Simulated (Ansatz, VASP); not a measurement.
**ZnH: VASP beside Ansatz**

INCAR

```
SYSTEM = ZnH
PREC     = Accurate       ! precision mode
ENCUT    = 600            ! plane-wave cutoff, eV
EDIFF    = 1E-7           ! SCF threshold, eV
ISMEAR   = 0              ! smearing method
SIGMA    = 0.1            ! smearing width, eV
LREAL    = .False.        ! projectors in reciprocal space
LASPH    = .True.         ! aspherical terms in the spheres
NELM     = 100            ! most SCF steps
ALGO     = Normal         ! electronic algorithm
ISIF     = 3              ! what is computed and relaxed
LWAVE    = .False.        ! write WAVECAR
LCHARG   = .False.        ! write CHGCAR
GGA      = PE             ! functional
IBRION   = 2              ! ionic algorithm
NSW      = 100            ! ionic steps
EDIFFG   = -0.01          ! ionic threshold
```

Contents of KPOINTS:

```
regular mesh
0
Gamma
  20 20 20
  0 0 0
```

POSCAR

```
ZnH
1.0
    2.7140574029      0.0000000000      0.0000000000
    0.0000000000      2.7140574029      0.0000000000
    0.0000000000      0.0000000000      2.7140574029
Zn H
1 1
Direct
    0.5000000000      0.5000000000      0.5000000000
    0.0000000000      0.0000000000      0.0000000000
```

Input for Ansatz:

```yaml
crystal:
  lattice:
    - [2.7140574029, 0.0, 0.0]
    - [0.0, 2.7140574029, 0.0]
    - [0.0, 0.0, 2.7140574029]
  atoms:
    - { symbol: Zn, position: [0.5, 0.5, 0.5] }
    - { symbol: H, position: [0.0, 0.0, 0.0] }
basis:
  ecutwfc: 420
kpoints:
  mp_grid: { grid: [20, 20, 20] }
hamiltonian:
  xc: pbe
scf:
  occupations: { method: gaussian, width: 0.1 }
output:
  forces: true
  stress: true
  eigenvalues: true
relax:
  adjacent_minimum: "off"
  f_tol: 0.01
  max_steps: 80
  cell: { stress_tol: 0.05 }
```

Alike in both runs: task relaxation of cell and atoms; functional PBE; k mesh 20 × 20 × 20; occupations gaussian, width 0.1 eV; no spin polarisation.

|  | VASP | Ansatz |
| --- | --- | --- |
| version | VASP 6.6.1 | Ansatz 0.2.0 |
| potentials or method | VASP PAW PBE potentials, release 64 (Zn, H), cutoff 600 eV | scalar-relativistic, plane waves, PAW |
| valence electrons in the cell | 13 | 13 |

|  | VASP | Ansatz | Ansatz less VASP |
| --- | --- | --- | --- |
| gap on the k mesh at the Fermi level, each at its own relaxed structure (eV) | none | none | - |
| relaxed volume (Å³/atom) | 9.92 | 9.89 | -0.031 |
| relaxed length of the cell vector where the two differ most in proportion (Å) | 2.707 | 2.704 | -0.0028 |

A gap of «none» marks a metal or a gap that the smearing closes.
